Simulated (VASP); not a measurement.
A run of VASP 6.6.1 is set up as follows.

The input INCAR:

```
PREC = Accurate
ENCUT = 520
EDIFF = 1E-6
ISMEAR = 0
SIGMA = 0.1
LREAL = F
LASPH = T
NELM = 60
ALGO = Normal
ISIF = 2
LWAVE = F
LCHARG = T
GGA = PE
LELF = T
LVHAR = T
NBANDS = 28
```

File KPOINTS:

```
regular mesh
0
Gamma
  8 8 8
```

POSCAR

```
Ga2P3
1.0
    4.7538217838      0.0000000000      0.0000000000
    0.0000000000      4.7538217838      0.0000000000
    0.0000000000      0.0000000000      4.7538217838
Ga P
2 3
Direct
    0.0000000000      0.0000000000      0.0000000000
    0.5000000000      0.5000000000      0.5000000000
    0.0000000000      0.5000000000      0.5000000000
    0.5000000000      0.0000000000      0.5000000000
    0.5000000000      0.5000000000      0.0000000000
```

Potentials or basis: VASP PAW PBE potentials, release 64 (Ga_d, P).

Command:

```console
$ cat potpaw_PBE.64/Ga_d/POTCAR potpaw_PBE.64/P/POTCAR > POTCAR
$ mpirun -np 1 vasp_std > vasp.out
```

What does it give for the pressure?

0.0 GPa.

Estimate the band gap on the k mesh.

zero (an odd number of electrons rules out a gap without spin polarisation).
